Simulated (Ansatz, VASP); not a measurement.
## Two plane-wave programs on C

```
CELL_PARAMETERS angstrom
0.00000 1.79518 1.79518
1.79518 0.00000 1.79518
1.79518 1.79518 0.00000
ATOMIC_POSITIONS crystal
C 0.75000 0.75000 0.75000
C 0.50000 0.50000 0.50000
```

Alike in both runs: task single point; functional BLYP; k mesh 13 × 13 × 13; occupations fermi-dirac, width 0.05 eV; no spin polarisation.

|  | VASP | Ansatz |
| --- | --- | --- |
| version | VASP 6.6.1 | Ansatz 0.2.0 |
| potentials or method | VASP PAW PBE potentials, release 64 (C) | Ansatz PAW |
| plane-wave cutoff (eV) | 520 | 420 |
| valence electrons in the cell | 8 | 8 |

Ansatz gave:

* gap on the k mesh at the Fermi level (eV): 4.42
* least direct gap on the mesh (eV): 5.67
* pressure (GPa): 2.4

Task: Which values does VASP return?

Result: gap on the k mesh at the Fermi level (eV): 4.42; least direct gap on the mesh (eV): 5.68; pressure (GPa): 3.1.

VASP's potentials were made for PBE, not for BLYP. The functional is the same, so the differences come from potentials, cutoffs and numerics.

Noted on Ansatz's run: Pulay correction over one GPa; odd divisions of the mesh miss points on the zone boundary, where band edges often lie, so the gap on the mesh can be too wide.
